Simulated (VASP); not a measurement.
# Ta (Im-3m) in VASP: a series of runs

The runs below take Ta through single point, with PBE.

Program: VASP 6.6.1. These are calculated values, not measurements. Logs are shortened: lines on timing, memory, paths and dates and some standing lists are left out, and cuts for length are marked.

### 1 The cell of the first run

It takes space group Im-3m (No. 229, cubic). The conventional cell has a = 3.235 Å, b = 3.235 Å, c = 3.235 Å, α = 90.00°, β = 90.00°, γ = 90.00°. Within 3.7 Å of Ta (site symmetry m-3m) lie 14 Ta at 2.80 to 3.24 Å.

### 2 Single point, PBE

INCAR

```
SYSTEM = Ta
PREC = Accurate
ENCUT = 520
EDIFF = 1E-6
ISMEAR = -1
SIGMA = 0.1
LREAL = .False.
LASPH = .True.
NELM = 100
ALGO = Normal
ISIF = 2
LWAVE = .False.
LCHARG = .False.
GGA = PE
NBANDS = 12
```

KPOINTS

```
regular mesh
0
Gamma
  12 12 12
  0 0 0
```

POSCAR

```
Ta
1.0
   -1.6175709496      1.6175709496      1.6175709496
    1.6175709496     -1.6175709496      1.6175709496
    1.6175709496      1.6175709496     -1.6175709496
Ta
1
Direct
    0.0000000000      0.0000000000      0.0000000000
```

Potentials or basis: VASP PAW PBE potentials, release 64 (Ta_pv).

Started as:

```bash
$ cat potpaw_PBE.64/Ta_pv/POTCAR > POTCAR
$ mpirun -np 1 vasp_std > vasp.out
```

OUTCAR:

```text
SYSTEM = Ta
   PREC = Accurate
   ENCUT = 520
   EDIFF = 1E-6
   ISMEAR = -1
   LREAL = .False.
   LASPH = .True.
   NELM = 100
   ISIF = 2
   GGA = PE

 ion  position               nearest neighbor table
   1  0.000  0.000  0.000-

  LATTYP: Found a body centered cubic cell.
 ALAT       =     3.2351418992

  Lattice vectors:

 A1 = (  -1.6175709496,   1.6175709496,   1.6175709496)
 A2 = (   1.6175709496,  -1.6175709496,   1.6175709496)
 A3 = (   1.6175709496,   1.6175709496,  -1.6175709496)

Analysis of symmetry for initial positions (statically):
=====================================================================
 Subroutine PRICEL returns:
 Original cell was already a primitive cell.

 Routine SETGRP: Setting up the symmetry group for a
 body centered cubic supercell.

 Subroutine GETGRP returns: Found 48 space group operations
 (whereof 48 operations were pure point group operations)
 out of a pool of 48 trial point group operations.

The static configuration has the point symmetry O_h .

Analysis of symmetry for dynamics (positions and initial velocities):
=====================================================================
 Subroutine PRICEL returns:
 Original cell was already a primitive cell.

 Routine SETGRP: Setting up the symmetry group for a
 body centered cubic supercell.

 Subroutine GETGRP returns: Found 48 space group operations
 (whereof 48 operations were pure point group operations)
 out of a pool of 48 trial point group operations.

The dynamic configuration has the point symmetry O_h .

 Subroutine INISYM returns: Found 48 space group operations
 (whereof 48 operations are pure point group operations),
 and found     1 'primitive' translations

----------------------------------------------------------------------------------------

                                     Primitive cell

  volume of cell :      16.9297

  direct lattice vectors                    reciprocal lattice vectors
    -1.617570950  1.617570950  1.617570950     0.000000000  0.309105452  0.309105452
     1.617570950 -1.617570950  1.617570950     0.309105452  0.000000000  0.309105452
     1.617570950  1.617570950 -1.617570950     0.309105452  0.309105452  0.000000000

  length of vectors
     2.801715070  2.801715070  2.801715070     0.437141123  0.437141123  0.437141123

  position of ions in fractional coordinates (direct lattice)
[... 82 lines left out ...]
   NFREE  =      0    steps in history (QN), initial steepest desc. (CG)
   ISIF   =      2    stress and relaxation
   ISYM   =      2    0-nonsym 1-usesym 2-fastsym
   POTIM  = 0.5000    time-step for ionic-motion
   TEBEG  =    0.0;   TEEND  =   0.0 temperature during run
   PSTRESS=    0.0 pullay stress
   NELECT =      11.0000    total number of electrons
   NUPDOWN=      -1.0000    fix difference up-down
   EMIN   =  10.00;   EMAX   =-10.00  energy-range for DOS
   EFERMI =   0.00;   METHOD = LEGACY
   ISMEAR =    -1;   SIGMA  =   0.10  broadening in eV -4-tet -1-fermi 0-gaus
   EFERMI_NEDOS =   21; number of points for ismear=-14 and -15
   IALGO  =     38    algorithm
   IMIX   =      4    mixing-type and parameters
     AMIX     =   0.40;   BMIX     =  1.00
     AMIX_MAG =   1.60;   BMIX_MAG =  1.00
  volume/ion in A,a.u.               =      16.93       114.25
  Fermi-wavevector in a.u.,A,eV,Ry     =   1.417933  2.679505 27.354977  2.010534
  Thomas-Fermi vector in A             =   2.539111
   LORBIT       =      0    0 simple, 1 ext, 2 COOP (PROOUT), +10 PAW based schemes
   GGA     = PE    functional components
   LHFCALC =     F    Hartree Fock is set to
   AEXX    =    0.0000 exact exchange contribution
   IVDW    =     0    specifies the selected vdW correction
   LEPSILON=     F    determine dielectric tensor
   LRPA    =     F    only Hartree local field effects (RPA)
 non-spin polarized calculation
  energy-cutoff  :      520.00
  volume of cell :       16.93
 maximum number of plane-waves:       470
 NGX is ok and might be reduce to    24
   NGX = 11   NGY = 11   NGZ = 11

 number of electron      10.9999998 magnetization

 Free energy of the ion-electron system (eV)
  ---------------------------------------------------
  ext. energy  EPLUGINS =         0.00000000
  ---------------------------------------------------
  free energy    TOTEN  =       -11.76294941 eV

  energy without entropy =      -11.72274666  energy(sigma->0) =      -11.74284804

 E-fermi :   6.0158     XC(G=0): -12.9359

 val. band max:        5.9793273879   @ k =   0.1667   0.0000   0.0000
 cond. band min:       6.0243579655   @ k =  -0.3333   0.3333   0.1667
 fundamental gap:      0.0450305776
 Fermi energy:         6.0157878429

 k-point     1 :       0.0000    0.0000    0.0000
  band No.  band energies     occupation
      1     -26.8081      2.00000
      2     -26.8081      2.00000
      3     -26.8081      2.00000
      4      -2.1500      2.00000
      5       6.7379      0.00146
      6       6.7379      0.00146
      7       6.7379      0.00146
      8      10.2338      0.00000
      9      10.2338      0.00000
     10      20.9296      0.00000
     11      21.3029      0.00000
     12      21.3029      0.00000
[... 331 lines left out ...]
 k-point    24 :       0.4167    0.0833    0.0833
  band No.  band energies     occupation
      1     -28.1501      2.00000
      2     -27.3362      2.00000
      3     -26.9167      2.00000
      4       2.0161      2.00000
      5       4.2069      2.00000
      6       7.1317      0.00003
      7      10.4349      0.00000
      8      11.3113      0.00000
      9      15.4678      0.00000
     10      17.4592      0.00000
     11      19.0217      0.00000
     12      20.9392      0.00000

 [... further k-points ...]

------------------------ aborting loop because EDIFF is reached ----------------------------------------

  FORCE on cell =-STRESS in cart. coord.  units (eV):
  Direction    XX          YY          ZZ          XY          YZ          ZX
  --------------------------------------------------------------------------------------
  -------------------------------------------------------------------------------------
  Total        1.7921938      1.7921938      1.7921938     -0.0000000      0.0000000      0.0000000
  in kB      169.6076950    169.6076950    169.6076950     -0.0000000      0.0000000      0.0000000
  external PRESSURE =     169.6076950 kB  Pullay stress =       0.0000000 kB

 VOLUME and BASIS-vectors are now :
 -----------------------------------------------------------------------------
  energy-cutoff  :      520.00
  volume of cell :       16.93
      direct lattice vectors                 reciprocal lattice vectors
    -1.617570950  1.617570950  1.617570950     0.000000000  0.309105452  0.309105452
     1.617570950 -1.617570950  1.617570950     0.309105452  0.000000000  0.309105452
     1.617570950  1.617570950 -1.617570950     0.309105452  0.309105452  0.000000000

 POSITION                                       TOTAL-FORCE (eV/Angst)
 -----------------------------------------------------------------------------------
      0.00000      0.00000      0.00000         0.000000     -0.000000      0.000000
 -----------------------------------------------------------------------------------
    total drift:                               -0.000000      0.000000     -0.000000

  FREE ENERGIE OF THE ION-ELECTRON SYSTEM (eV)
  ---------------------------------------------------
  free  energy   TOTEN  =       -11.7629494130 eV

  energy  without entropy=      -11.7227466648  energy(sigma->0) =      -11.74284804
```

OSZICAR:

```text
N       E                     dE             d eps       ncg     rms          rms(c)
DAV:   1     0.614481009878E+02    0.61448E+02   -0.60183E+03  1728   0.882E+02
DAV:   2    -0.112062013344E+02   -0.72654E+02   -0.70556E+02  1896   0.247E+02
DAV:   3    -0.121709382958E+02   -0.96474E+00   -0.95374E+00  1980   0.272E+01
DAV:   4    -0.121730608632E+02   -0.21226E-02   -0.21224E-02  1972   0.144E+00
DAV:   5    -0.121730671570E+02   -0.62937E-05   -0.62941E-05  2016   0.736E-02    0.151E+01
DAV:   6    -0.118624350370E+02    0.31063E+00   -0.24490E-01  2012   0.536E+00    0.760E+00
DAV:   7    -0.117640180816E+02    0.98417E-01   -0.22923E-01  1980   0.488E+00    0.412E-01
DAV:   8    -0.117629948399E+02    0.10232E-02   -0.58331E-03  1828   0.711E-01    0.126E-01
DAV:   9    -0.117629555176E+02    0.39322E-04   -0.11928E-04  2004   0.124E-01    0.276E-02
DAV:  10    -0.117629496849E+02    0.58327E-05   -0.31805E-06  1920   0.200E-02    0.337E-03
DAV:  11    -0.117629494130E+02    0.27196E-06   -0.72218E-08   980   0.301E-03
   1 F= -.11762949E+02 E0= -.11742848E+02  d E =-.402027E-01
```

Run time: 12 s. Hardware: 1 thread of Intel Xeon 8259CL, shared host; peak memory 0.15 GiB.

Results:

```yaml
Free_energy: -11.7629 eV
Pressure: 17.0 GPa
```

Caveat: spin-orbit coupling is left out, which moves the levels of the heavy elements.

### 3 Single point, PBE

This run uses another cell than the first one, of 17.29 Å³/atom, 1.021 times its volume.

INCAR

```
SYSTEM = Ta
PREC     = Accurate       ! precision mode
ENCUT    = 520            ! plane-wave cutoff, eV
EDIFF    = 1E-7           ! SCF threshold, eV
ISMEAR   = -1             ! smearing method
SIGMA    = 0.1            ! smearing width, eV
LREAL    = .False.        ! projectors in reciprocal space
LASPH    = .True.         ! aspherical terms in the spheres
NELM     = 80             ! most SCF steps
ALGO     = Normal         ! electronic algorithm
ISIF     = 2              ! what is computed and relaxed
LWAVE    = .False.        ! write WAVECAR
LCHARG   = .False.        ! write CHGCAR
GGA      = PE             ! functional
NBANDS   = 12             ! bands
```

KPOINTS is that of step 2.

POSCAR

```
Ta
1.0
   -1.6289626696      1.6289626696      1.6289626696
    1.6289626696     -1.6289626696      1.6289626696
    1.6289626696      1.6289626696     -1.6289626696
Ta
1
Direct
    0.0000000000      0.0000000000      0.0000000000
```

Potentials or basis: VASP PAW PBE potentials, release 64 (Ta_pv).

Started as:

```bash
$ cat potpaw_PBE.64/Ta_pv/POTCAR > POTCAR
$ mpirun -np 1 vasp_std > vasp.out
```

It took 16 s on 1 thread of Intel Xeon 8259CL, shared host; peak memory 0.15 GiB.

It converged, with:

* Free energy: -11.7954 eV
* Pressure: 11.9 GPa

Levels at points of the mesh, in eV from the Fermi level:
| k point | band 1 | band 2 | band 3 | band 4 | band 5 | band 6 | band 7 | band 8 | band 9 | band 10 |
| --- | --- | --- | --- | --- | --- | --- | --- | --- | --- | --- |
| (0.00, 0.00, 0.00) | -32.91 | -32.91 | -32.91 | -8.08 | 0.73 | 0.73 | 0.73 | 4.15 | 4.15 | 14.84 |
| (0.50, 0.00, 0.00) | -34.25 | -33.34 | -32.92 | -4.57 | -1.67 | 1.77 | 4.06 | 5.13 | 8.21 | 12.12 |
| (0.50, 0.50, 0.50) | -33.84 | -33.84 | -33.84 | -4.06 | -4.06 | 7.17 | 7.17 | 7.17 | 9.03 | 9.03 |

Caveat: spin-orbit coupling is left out, which moves the levels of the heavy elements.
